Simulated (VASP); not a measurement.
# BaTiO3 in VASP: further runs, part 4 of 4

VASP 6.6.1.

### 6 Electric field gradients, PBE (volume scaled by 1.06)

INCAR

```
  PREC = Accurate
  ENCUT = 520
  EDIFF = 1E-8
  ISMEAR = -1
  SIGMA = 0.05
  LREAL = F
  LASPH = T
  NELM = 100
  ALGO = Normal
  ISIF = 2
  LWAVE = F
  LCHARG = F
  GGA = PE
  LEFG = T
  NBANDS = 28
```

KPOINTS

```
Automatic mesh
0
Gamma
  8 8 8
```

POSCAR

```
BaTiO3
1.0
    4.0622394458      0.0000000000      0.0000000000
    0.0000000000      2.8926925578      2.9016141701
    0.0000000000     -2.8926925578      2.9016141701
Ba Ti O
1 1 3
Direct
    0.0000000000      0.0000000000      0.0000000000
    0.5000000000      0.5079000000      0.5079000000
    0.0000000000      0.4921000000      0.4921000000
    0.5000000000      0.5025100000      0.9937100000
    0.5000000000      0.9937100000      0.5025100000
```

Potentials or basis: VASP PAW PBE potentials, release 64 (Ba_sv, Ti_sv, O).

Command:

```sh
cat potpaw_PBE.64/Ba_sv/POTCAR potpaw_PBE.64/Ti_sv/POTCAR potpaw_PBE.64/O/POTCAR > POTCAR
mpirun -np 1 vasp_std > vasp.out
```

OUTCAR:

```text
PREC = Accurate
   ENCUT = 520
   EDIFF = 1E-8
   ISMEAR = -1
   LREAL = F
   LASPH = T
   NELM = 100
   ISIF = 2
   GGA = PE

 ion  position               nearest neighbor table
   1  0.000  0.000  0.000-   3 2.86   4 2.88   5 2.88   4 2.88   5 2.88   4 2.89   5 2.89   5 2.89
                             4 2.89   3 2.89   3 2.89   3 2.95   2 3.50   2 3.50   2 3.53   2 3.53
   2  0.500  0.508  0.508-   4 1.99   5 1.99   3 2.03   3 2.03   5 2.11   4 2.11   1 3.50   1 3.50
                             1 3.53   1 3.53   1 3.53   1 3.53   1 3.58   1 3.58
   3  0.000  0.492  0.492-   2 2.03   2 2.03   1 2.86   1 2.89   1 2.89   1 2.95
   4  0.500  0.503  0.994-   2 1.99   2 2.11   1 2.88   1 2.88   1 2.89   1 2.89
   5  0.500  0.994  0.503-   2 1.99   2 2.11   1 2.88   1 2.88   1 2.89   1 2.89

  LATTYP: Found a base centered orthorhombic cell.
 ALAT       =     5.7853851156
 B/A-ratio  =     1.0030841896
 C/A-ratio  =     0.7021554079
[... 981 lines left out ...]
   4     -15.589     7.312     8.276     0.000     0.000   -21.954
   5     -15.589     7.312     8.276    -0.000     0.000    21.954
---------------------------------------------------------------------

 Electric field gradients after diagonalization (V/A^2)
 (convention: |V_zz| > |V_xx| > |V_yy|)
----------------------------------------------------------------------
 ion       V_xx      V_yy      V_zz     asymmetry (V_yy - V_xx)/ V_zz
----------------------------------------------------------------------
   1       0.682     0.509    -1.192       0.145
   2       2.790     2.579    -5.368       0.039
   3     -15.026   -14.181    29.207       0.029
   4     -15.589   -14.164    29.753       0.048
   5     -15.589   -14.164    29.753       0.048
----------------------------------------------------------------------

           NMR quadrupolar parameters

 Cq : quadrupolar parameter    Cq=e*Q*V_zz/h
 eta: asymmetry parameters     (V_yy - V_xx)/ V_zz
 Q  : nuclear electric quadrupole moment in mb (millibarn)
----------------------------------------------------------------------
 ion       Cq(MHz)       eta       Q (mb)
----------------------------------------------------------------------
   1      -0.003       0.145       1.000
   2      -0.013       0.039       1.000
   3       0.071       0.029       1.000
   4       0.072       0.048       1.000
   5       0.072       0.048       1.000
----------------------------------------------------------------------
```

OSZICAR:

```text
N       E                     dE             d eps       ncg     rms          rms(c)
DAV:   1     0.428118579655E+03    0.42812E+03   -0.20824E+04  5880   0.153E+03
DAV:   2    -0.474241165697E+01   -0.43286E+03   -0.41236E+03  6816   0.421E+02
DAV:   3    -0.490129682052E+02   -0.44271E+02   -0.43889E+02  8176   0.132E+02
DAV:   4    -0.511148165886E+02   -0.21018E+01   -0.20970E+01  8956   0.246E+01
[... 11 lines left out ...]
DAV:  16    -0.399522401476E+02   -0.45516E-07   -0.25018E-06  7124   0.142E-02    0.354E-03
DAV:  17    -0.399522401260E+02    0.21557E-07   -0.10059E-06  6952   0.969E-03    0.244E-03
DAV:  18    -0.399522400281E+02    0.97879E-07   -0.18605E-07  8220   0.300E-03    0.824E-04
DAV:  19    -0.399522400140E+02    0.14140E-07   -0.24116E-08  5084   0.126E-03    0.277E-04
DAV:  20    -0.399522400128E+02    0.11810E-08   -0.52937E-09  3884   0.470E-04
   1 F= -.39952240E+02 E0= -.39952240E+02  d E =-.373726E-08
```

stdout:

```text
POSCAR found type information on POSCAR BaTiO
 POSCAR found :  3 types and       5 ions
 scaLAPACK will be used
 LDA part: xc-table for (Slater+PW92), standard interpolation
 POSCAR, INCAR and KPOINTS ok, starting setup
 FFT: planning ... GRIDC
 FFT: planning ... GRID_SOFT
 FFT: planning ... GRID
 WAVECAR not read
 entering main loop
ion   1

ion   2

ion   3

ion   4

ion   5
```

It took 92 s on 1 thread of Intel Xeon 6975P-C (Granite Rapids), shared host; peak memory 0.31 GiB.

What came out:

| Property | Result |
| --- | --- |
| Free energy | -39.9522 eV |
| Pressure | -5.4 GPa |
| Largest force | 0.367 eV/Å |
| Band gap on the k mesh | 1.67 eV, indirect (least direct gap 1.90 eV) |

Forces in eV/Å, atoms in the order of the input:
```
Ba   0.000  0.000  0.083
Ti   0.000  0.000  0.367
O    0.000  0.000  0.115
O    0.000  0.129 -0.282
O    0.000 -0.129 -0.282
```

Stress tensor (GPa, compression positive):
```
-4.86  0.00  0.00
 0.00 -5.34  0.00
 0.00  0.00 -5.97
```

Levels at points of the mesh, in eV from the valence-band top:
```tsv
k point	band 18	band 19	band 20	band 21	band 22	band 23
(0.00, 0.00, 0.00)	-0.28	-0.25	-0.22	1.67	1.70	1.76
(0.50, 0.00, 0.00)	-1.72	-0.78	-0.74	1.83	3.23	3.26
(0.00, 0.50, 0.00)	-1.63	-0.76	-0.72	1.84	3.20	3.21
(0.50, 0.50, 0.00)	-0.89	-0.89	-0.08	3.21	3.26	3.61
(0.00, 0.50, 0.50)	-0.94	-0.92	-0.11	3.20	3.23	3.59
(0.50, 0.50, 0.50)	-0.03	0.00	0.00	3.80	3.81	3.83
```

Electric field gradients, principal values (V/Å²):
```tsv
atom	least	middle	greatest (by size)
1 Ba	0.509	0.682	-1.192
2 Ti	2.579	2.790	-5.368
3 O	-14.181	-15.026	29.207
4 O	-14.164	-15.589	29.753
5 O	-14.164	-15.589	29.753
```

Caveat: without QUAD_EFG the Cq values of the log hold for a quadrupole moment of 1 mb, not for the nuclei; spin-orbit coupling is left out, which moves the levels of the heavy elements.

### 7 The runs side by side

| cell | gap on the mesh (eV) | pressure (GPa) | largest force (eV/Å) |
| --- | --- | --- | --- |
| a = 3.903, b = 3.936, c = 3.936 Å, angles 89.8, 90.0, 90.0°, 5 atoms | 1.91 | 16.3 | 0.18 |
| a = 3.984, b = 3.998, c = 4.038 Å, angles 89.8, 90.0, 90.8°, 5 atoms | 1.77 | 3.7 | 0.20 |
| a = 4.010, b = 4.045, c = 4.045 Å, angles 89.8, 90.0, 90.0°, 5 atoms | 1.75 | 0.3 | 0.24 |
| a = 4.062, b = 4.097, c = 4.097 Å, angles 89.8, 90.0, 90.0°, 5 atoms | 1.67 | -5.4 | 0.37 |

Alike in all rows: task electric field gradients; level PBE; potentials or basis VASP PAW PBE potentials, release 64 (Ba_sv, Ti_sv, O); no spin polarisation; k mesh 8 × 8 × 8; cutoff (eV) 520; smearing fermi-dirac 0.05 eV.

Caveats: spin-orbit coupling is left out, which moves the levels of the heavy elements.

Absolute energies hang on the potentials; compare differences alone.
